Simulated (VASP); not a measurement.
Crystal: As.

```
CELL_PARAMETERS angstrom
5.27053 0.00000 0.00000
0.00000 5.27053 0.00000
0.00000 0.00000 5.27053
ATOMIC_POSITIONS crystal
As 0.00000 0.00000 0.00000
As 0.50000 0.50000 0.50000
As 0.25000 0.00000 0.50000
As 0.75000 0.00000 0.50000
As 0.50000 0.25000 0.00000
As 0.50000 0.75000 0.00000
As 0.00000 0.50000 0.25000
As 0.00000 0.50000 0.75000
```

| Item | Value |
| --- | --- |
| Program | VASP 6.6.1 |
| Task | relaxation of cell and atoms |
| Functional | RPBE |
| Potentials or basis | VASP PAW PBE potentials, release 64 (As) |
| Cutoff | 600 eV |
| k mesh | 5 × 5 × 5 |
| Occupations | fermi-dirac, width 0.1 eV |
| Spin | no spin polarisation |

At the start: pressure 8.3 GPa; volume 18.30 Å³/atom.

**Question.** How do energy, volume and symmetry change on relaxing?

**Answer.** Over 3 steps the energy falls by 42.5 meV/atom and the volume is 20.09 Å³/atom (+9.8 %); space group Pm-3n (No. 223, to 0.05 Å).

Step by step:
```tsv
step	energy change (eV)	largest force (eV/Å)	pressure (GPa)	volume (Å³)
1	0.0000	0.0000	8.25	146.41
2	-0.2834	0.0000	-2.67	167.31
3	-0.3403	0.0000	0.02	160.69
```

Final structure:
```yaml
crystal:
  lattice:
    - [5.43667, 0.00000, 0.00000]
    - [0.00000, 5.43667, 0.00000]
    - [0.00000, 0.00000, 5.43667]
  atoms:
    - { symbol: As, position: [0.00000, 0.00000, 0.00000] }
    - { symbol: As, position: [0.50000, 0.50000, 0.50000] }
    - { symbol: As, position: [0.25000, 0.00000, 0.50000] }
    - { symbol: As, position: [0.75000, 0.00000, 0.50000] }
    - { symbol: As, position: [0.50000, 0.25000, 0.00000] }
    - { symbol: As, position: [0.50000, 0.75000, 0.00000] }
    - { symbol: As, position: [0.00000, 0.50000, 0.25000] }
    - { symbol: As, position: [0.00000, 0.50000, 0.75000] }
```

Caveat: the PAW data sets were made with another functional, which shifts forces and pressure a little.
